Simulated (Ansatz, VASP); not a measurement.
**W in VASP and in Ansatz**

```
CELL_PARAMETERS angstrom
-1.61148 1.61148 1.61148
1.61148 -1.61148 1.61148
1.61148 1.61148 -1.61148
ATOMIC_POSITIONS crystal
W 0.00000 0.00000 0.00000
```

Alike in both runs: task single point; functional r2SCAN; k mesh 18 × 18 × 18; occupations gaussian, width 0.1 eV; no spin polarisation.

|  | VASP | Ansatz |
| --- | --- | --- |
| version | VASP 6.6.1 | Ansatz 0.2.0 |
| potentials or method | VASP PAW PBE potentials, release 64 (W_sv), cutoff 520 eV | scalar-relativistic, plane waves, PAW |
| valence electrons in the cell | 14 | 14 |

Ansatz gave:

```
gap on the k mesh at the Fermi level (eV) : none
pressure (GPa)                            : -14.6
```

Task: Estimate VASP's values.

Result: gap on the k mesh at the Fermi level (eV): none; pressure (GPa): -13.6.

VASP's potentials were made for PBE, not for r2SCAN. A gap of «none» marks a metal or a gap that the smearing closes.

Neither program's run includes spin-orbit coupling.
